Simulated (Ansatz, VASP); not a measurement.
## One calculation of Co, two programs

```
Co
1.0
     0.00000    2.36454    2.36454
     2.36454    0.00000    2.36454
     2.36454    2.36454    0.00000
Co
2
Direct
  0.12500 0.12500 0.12500
  0.87500 0.87500 0.87500
```

Alike in both runs: task single point; functional LDA; k mesh 13 × 13 × 13; occupations fermi-dirac, width 0.1 eV; no spin polarisation.

|  | VASP | Ansatz |
| --- | --- | --- |
| version | VASP 6.6.1 | Ansatz 0.2.0 |
| potentials or method | VASP PAW LDA potentials, release 64 (Co_sv), cutoff 600 eV | plane waves (420 eV) with PAW, scalar-relativistic |
| valence electrons in the cell | 34 | 34 |

|  | VASP | Ansatz | Ansatz less VASP |
| --- | --- | --- | --- |
| pressure (GPa) | 4.4 | 7.4 | +2.97 |

Ansatz warns that its potentials were made for another functional, while VASP's fit it. LDA's correlation is that of Perdew and Zunger in VASP and of Perdew and Wang (1992) in Ansatz.
